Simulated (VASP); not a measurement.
Input of a VASP 6.6.1 run:

File INCAR:

```
PREC     = Accurate       # precision mode
ENCUT    = 520            # plane-wave cutoff, eV
EDIFF    = 1E-6           # SCF threshold, eV
ISMEAR   = 0              # smearing method
SIGMA    = 0.15           # smearing width, eV
LREAL    = False          # projectors in reciprocal space
LASPH    = True           # aspherical terms in the spheres
NELM     = 60             # most SCF steps
ALGO     = Fast           # electronic algorithm
ISIF     = 2              # what is computed and relaxed
LWAVE    = False          # write WAVECAR
LCHARG   = False          # write CHGCAR
GGA      = PS             # functional
NBANDS   = 24             # bands
```

Contents of KPOINTS:

```
regular mesh
0
Gamma
  14 14 14
```

POSCAR

```
AlNi3
1.0
    0.0000000000      2.7984078593      2.7984078593
    2.7984078593      0.0000000000      2.7984078593
    2.7984078593      2.7984078593      0.0000000000
Al Ni
1 3
Direct
    0.5091533823      0.4908466177      0.4908466177
    0.2579464386      0.2420535614      0.2420535614
   -0.0201007154      0.0201007154      0.0201007154
    0.7579464386      0.7420535614      0.7420535614
```

Potentials or basis: VASP PAW PBE potentials, release 64 (Al, Ni).

Launch:

```sh
$ cat potpaw_PBE.64/Al/POTCAR potpaw_PBE.64/Ni/POTCAR > POTCAR
$ mpirun -np 1 vasp_std > vasp.out
```

Q: Predict the pressure.

A: 1.6 GPa.

Q: What does it give for the band gap on the k mesh?

A: Zero (an odd number of electrons rules out a gap without spin polarisation).

Forces on the atoms (eV/Å):
```
Al   0.323  0.000  0.000
Ni   0.574  0.000  0.000
Ni  -1.471  0.000  0.000
Ni   0.574  0.000  0.000
```

Caveat: the cell differs from its parent crystal (atoms displaced along a vibrational mode); the PAW data sets were made with another functional, which shifts forces and pressure a little. Spin polarisation is off, so any magnetic state and its effect on volume and gap are missing.
